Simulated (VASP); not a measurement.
# GaN (P6/mmm) in VASP: single point with PBE0

Aim: the single point of GaN with PBE0.

All numbers are computed with VASP 6.6.1; they aren't measurements. Logs are shortened: lines on timing, memory, paths and dates and some standing lists are left out, and cuts for length are marked.

## (1) The cell of the first run

Symmetry: P6/mmm, No. 191, hexagonal system. Conventional cell: a = 5.230 Å, b = 5.230 Å, c = 3.390 Å, α = 90.00°, β = 90.00°, γ = 120.00°. Within 2.3 Å of Ga (site symmetry 6/mmm) lie 2 N at 1.70 Å. N (site symmetry 6/mmm) has 2 Ga at 1.70 Å within 2.3 Å.

## (2) Single point, PBE0, non-collinear spin, zero start, spin-orbit coupling

POSCAR reads:

```
GaN
1.0
    5.2303800000      0.0000000000      0.0000000000
   -2.6151900000      4.5296400000      0.0000000000
    0.0000000000      0.0000000000      3.3901000000
Ga N
1 1
Direct
    0.0000000000      0.0000000000      0.5000000000
    0.0000000000      0.0000000000      0.0000000000
```

INCAR.step1 reads:

```
SYSTEM = GaN
PREC = Accurate ; ENCUT = 520
EDIFF = 1E-5 ; ISMEAR = -1
SIGMA = 0.05 ; LREAL = .FALSE.
LASPH = .TRUE. ; NELM = 200
ALGO = Normal ; ISIF = 2
LWAVE = .TRUE. ; LCHARG = .FALSE.
MAGMOM = 0 0 0 0 0 0 ; LORBIT = 11
LSORBIT = .TRUE. ; GGA_COMPAT = .FALSE.
LORBMOM = .TRUE. ; NBANDS = 30
GGA = PE
```

INCAR.step2 reads:

```
SYSTEM = GaN
PREC = Accurate ; ENCUT = 520
EDIFF = 1E-6 ; ISMEAR = -1
SIGMA = 0.05 ; LREAL = .FALSE.
LASPH = .TRUE. ; NELM = 200
ALGO = Normal ; ISIF = 2
LWAVE = .FALSE. ; LCHARG = .FALSE.
MAGMOM = 0 0 0 0 0 0 ; LORBIT = 11
LSORBIT = .TRUE. ; GGA_COMPAT = .FALSE.
LORBMOM = .TRUE. ; GGA = PE
LHFCALC = .TRUE. ; AEXX = 0.25
PRECFOCK = Normal ; NBANDS = 30
ISTART = 1
```

KPOINTS reads:

```
regular mesh
0
G
  3 3 4
  0 0 0
```

Potentials or basis: VASP PAW PBE potentials, release 64 (Ga_d, N).

Started as:

```console
$ cat potpaw_PBE.64/Ga_d/POTCAR potpaw_PBE.64/N/POTCAR > POTCAR
$ cp INCAR.step1 INCAR
$ mpirun -np 1 vasp_ncl > vasp.out
$ cp INCAR.step2 INCAR
$ mpirun -np 1 vasp_ncl > vasp.out
```

OUTCAR:

```text
SYSTEM = GaN
   PREC = Accurate
   ENCUT = 520
   EDIFF = 1E-6
   ISMEAR = -1
   LREAL = .FALSE.
   LASPH = .TRUE.
   NELM = 200
   ISIF = 2
   LORBIT = 11
   LSORBIT = .TRUE.
   GGA = PE
   LHFCALC = .TRUE.
   AEXX = 0.25
   PRECFOCK = Normal
   ISTART = 1

 ion  position               nearest neighbor table
   1  0.000  0.000  0.500-   2 1.70   2 1.70
   2  0.000  0.000  0.000-   1 1.70   1 1.70

  LATTYP: Found a hexagonal cell.
 ALAT       =     5.2303800000
 C/A-ratio  =     0.6481555833

  Lattice vectors:

 A1 = (   5.2303800000,   0.0000000000,   0.0000000000)
 A2 = (  -2.6151900000,   4.5296400000,   0.0000000000)
 A3 = (   0.0000000000,   0.0000000000,   3.3901000000)

Analysis of symmetry for initial positions (statically):
=====================================================================
 Subroutine PRICEL returns:
 Original cell was already a primitive cell.

 Routine SETGRP: Setting up the symmetry group for a
 hexagonal supercell.

 Subroutine GETGRP returns: Found 24 space group operations
 (whereof 24 operations were pure point group operations)
 out of a pool of 24 trial point group operations.

The static configuration has the point symmetry D_6h.

Analysis of symmetry for dynamics (positions and initial velocities):
=====================================================================
 Subroutine PRICEL returns:
 Original cell was already a primitive cell.

 Routine SETGRP: Setting up the symmetry group for a
 hexagonal supercell.

 Subroutine GETGRP returns: Found 24 space group operations
 (whereof 24 operations were pure point group operations)
 out of a pool of 24 trial point group operations.

The dynamic configuration has the point symmetry D_6h.

Analysis of structural, dynamic, and magnetic symmetry:
=====================================================================
 Subroutine PRICEL returns:
 Original cell was already a primitive cell.

 Routine SETGRP: Setting up the symmetry group for a
 hexagonal supercell.

 Subroutine GETGRP returns: Found 24 space group operations
 (whereof 24 operations were pure point group operations)
 out of a pool of 24 trial point group operations.

The overall configuration has the point symmetry D_6h.

 Subroutine INISYM returns: Found 24 space group operations
 (whereof 24 operations are pure point group operations),
 and found     1 'primitive' translations

----------------------------------------------------------------------------------------

                                     Primitive cell

  volume of cell :      80.3174

  direct lattice vectors                    reciprocal lattice vectors
     5.230380000  0.000000000  0.000000000     0.191190697  0.110384048  0.000000000
    -2.615190000  4.529640000  0.000000000     0.000000000  0.220768096  0.000000000
     0.000000000  0.000000000  3.390100000     0.000000000  0.000000000  0.294976549

  length of vectors
     5.230380000  5.230378310  3.390100000     0.220768025  0.220768096  0.294976549

  position of ions in fractional coordinates (direct lattice)
     0.000000000  0.000000000  0.500000000
     0.000000000  0.000000000  0.000000000

  ion indices of the primitive-cell ions
   primitive index   ion index
                 1           1
                 2           2

----------------------------------------------------------------------------------------

 KPOINTS: regular mesh

Automatic generation of k-mesh.
 Grid dimensions read from file:
 generate k-points for:    3    3    4

 Generating k-lattice:

[... 87 lines left out ...]
 NGX is ok and might be reduce to    40
  NGX = 30; NGY = 30; NGZ = 20

 number of electron      18.0000010 magnetization      -0.0000000     -0.0000000      0.0000000

 number of electron      18.0000010 magnetization      -0.0000000      0.0000000      0.0000000

 number of electron      18.0000010 magnetization      -0.0000000     -0.0000000     -0.0000000

 number of electron      18.0000010 magnetization       0.0000000      0.0000000      0.0000000

 Free energy of the ion-electron system (eV)
  ---------------------------------------------------
  ext. energy  EPLUGINS =         0.00000000
  ---------------------------------------------------
  free energy    TOTEN  =       -12.72727196 eV

  energy without entropy =      -12.72727196  energy(sigma->0) =      -12.72727196

 E-fermi :  -2.1803     XC(G=0):  -4.2880

 val. band max:       -3.3768834765   @ k =   0.0000   0.0000   0.5000
 cond. band min:      -0.2661464350   @ k =   0.0000   0.0000   0.0000
 fundamental gap:      3.1107370414
 Fermi energy:        -2.1802692973

 k-point     1 :       0.0000    0.0000    0.0000
  band No.  band energies     occupation
      1     -21.6743      1.00000
      2     -21.6743      1.00000
      3     -20.2040      1.00000
      4     -20.2040      1.00000
      5     -19.8348      1.00000
      6     -19.8348      1.00000
[... 286 lines left out ...]
     29       8.8150      0.00000
     30       8.8150      0.00000

------------------------ aborting loop because EDIFF is reached ----------------------------------------

  FORCE on cell =-STRESS in cart. coord.  units (eV):
  Direction    XX          YY          ZZ          XY          YZ          ZX
  --------------------------------------------------------------------------------------
  -------------------------------------------------------------------------------------
  Total        0.0058010      0.0058010     -2.0088772      0.0000000      0.0000000      0.0000000
  in kB        0.1157188      0.1157187    -40.0732466      0.0000000      0.0000000      0.0000000
  external PRESSURE =     -13.2806031 kB  Pullay stress =       0.0000000 kB

 VOLUME and BASIS-vectors are now :
 -----------------------------------------------------------------------------
  energy-cutoff  :      520.00
  volume of cell :       80.32
      direct lattice vectors                 reciprocal lattice vectors
     5.230380000  0.000000000  0.000000000     0.191190697  0.110384048  0.000000000
    -2.615190000  4.529640000  0.000000000     0.000000000  0.220768096  0.000000000
     0.000000000  0.000000000  3.390100000     0.000000000  0.000000000  0.294976549

 POSITION                                       TOTAL-FORCE (eV/Angst)
 -----------------------------------------------------------------------------------
      0.00000      0.00000      1.69505         0.000000      0.000000      0.000000
      0.00000      0.00000      0.00000        -0.000000      0.000000      0.000000
 -----------------------------------------------------------------------------------
    total drift:                                0.000000      0.000000      0.000000

  FREE ENERGIE OF THE ION-ELECTRON SYSTEM (eV)
  ---------------------------------------------------
  free  energy   TOTEN  =       -12.7272719586 eV

  energy  without entropy=      -12.7272719586  energy(sigma->0) =      -12.72727196

 orbital moment (x)

 # of ion     p       d       tot
 ----------------------------------------
  1         0.000  -0.000   0.000
  2         0.000   0.000   0.000
 ----------------------------------------
            0.000  -0.000   0.000

 orbital moment (y)

 # of ion     p       d       tot
 ----------------------------------------
  1        -0.000  -0.000  -0.000
  2         0.000   0.000   0.000
 ----------------------------------------
            0.000  -0.000   0.000

 orbital moment (z)

 # of ion     p       d       tot
 ----------------------------------------
  1        -0.000  -0.000  -0.000
  2         0.000   0.000   0.000
 ----------------------------------------
           -0.000  -0.000  -0.000

 Spin-Orbit-Coupling matrix elements

 Ion:    1  E_soc:     -0.0103644
 l=   1
     0.0000000    -0.0010973    -0.0006412
    -0.0010973     0.0000000    -0.0010973
    -0.0006412    -0.0010973     0.0000000
 l=   2
     0.0000000    -0.0001406     0.0000000    -0.0001406    -0.0005781
    -0.0001406     0.0000000    -0.0005387    -0.0001285    -0.0001406
     0.0000000    -0.0005387     0.0000000    -0.0005387     0.0000000
    -0.0001406    -0.0001285    -0.0005387     0.0000000    -0.0001406
    -0.0005781    -0.0001406     0.0000000    -0.0001406     0.0000000
 l=   3
     0.0000000     0.0000000     0.0000000     0.0000000     0.0000000     0.0000000     0.0000000
     0.0000000     0.0000000     0.0000000     0.0000000     0.0000000     0.0000000     0.0000000
     0.0000000     0.0000000     0.0000000     0.0000000     0.0000000     0.0000000     0.0000000
     0.0000000     0.0000000     0.0000000     0.0000000     0.0000000     0.0000000     0.0000000
     0.0000000     0.0000000     0.0000000     0.0000000     0.0000000     0.0000000     0.0000000
     0.0000000     0.0000000     0.0000000     0.0000000     0.0000000     0.0000000     0.0000000
     0.0000000     0.0000000     0.0000000     0.0000000     0.0000000     0.0000000     0.0000000

 Ion:    2  E_soc:     -0.0000444
 l=   1
     0.0000000    -0.0000186     0.0000150
    -0.0000186     0.0000000    -0.0000186
     0.0000150    -0.0000186     0.0000000
 l=   2
     0.0000000     0.0000000     0.0000000     0.0000000     0.0000000
     0.0000000     0.0000000     0.0000000     0.0000000     0.0000000
     0.0000000     0.0000000     0.0000000     0.0000000     0.0000000
     0.0000000     0.0000000     0.0000000     0.0000000     0.0000000
     0.0000000     0.0000000     0.0000000     0.0000000     0.0000000
 l=   3
     0.0000000     0.0000000     0.0000000     0.0000000     0.0000000     0.0000000     0.0000000
     0.0000000     0.0000000     0.0000000     0.0000000     0.0000000     0.0000000     0.0000000
     0.0000000     0.0000000     0.0000000     0.0000000     0.0000000     0.0000000     0.0000000
     0.0000000     0.0000000     0.0000000     0.0000000     0.0000000     0.0000000     0.0000000
     0.0000000     0.0000000     0.0000000     0.0000000     0.0000000     0.0000000     0.0000000
     0.0000000     0.0000000     0.0000000     0.0000000     0.0000000     0.0000000     0.0000000
     0.0000000     0.0000000     0.0000000     0.0000000     0.0000000     0.0000000     0.0000000

 total charge

# of ion       s       p       d       tot
------------------------------------------
    1        0.857   0.935  10.152  11.944
    2        1.204   2.549   0.000   3.753
--------------------------------------------------
tot          2.061   3.484  10.152  15.697

 magnetization (x)

# of ion       s       p       d       tot
------------------------------------------
    1       -0.000  -0.000  -0.000  -0.000
    2        0.000  -0.000   0.000   0.000
--------------------------------------------------
tot          0.000  -0.000  -0.000  -0.000

 magnetization (y)

# of ion       s       p       d       tot
------------------------------------------
    1        0.000   0.000  -0.000   0.000
    2        0.000  -0.000   0.000  -0.000
--------------------------------------------------
tot          0.000  -0.000  -0.000  -0.000

 magnetization (z)

# of ion       s       p       d       tot
------------------------------------------
    1       -0.000   0.000   0.000   0.000
    2        0.000   0.000   0.000   0.000
--------------------------------------------------
tot          0.000   0.000   0.000   0.000
```

Wall time 51 min (1 thread of Intel Xeon 8259CL, shared host); peak memory 0.41 GiB.

What came out:

```
Free energy                                           : -12.7273 eV
Pressure                                              : -1.3 GPa
Net moment                                            : 0.00 μB per cell
Valence electrons inside the program's atomic spheres : Ga 11.94; N 3.75
```

Moments on the atoms (μB; x, y, z):
```
Ga  0.00 0.00 0.00
N   0.00 0.00 0.00
```

Caveat: the k points lie up to 0.46 Å⁻¹ apart; the PAW data sets were made with another functional, which shifts forces and pressure a little.
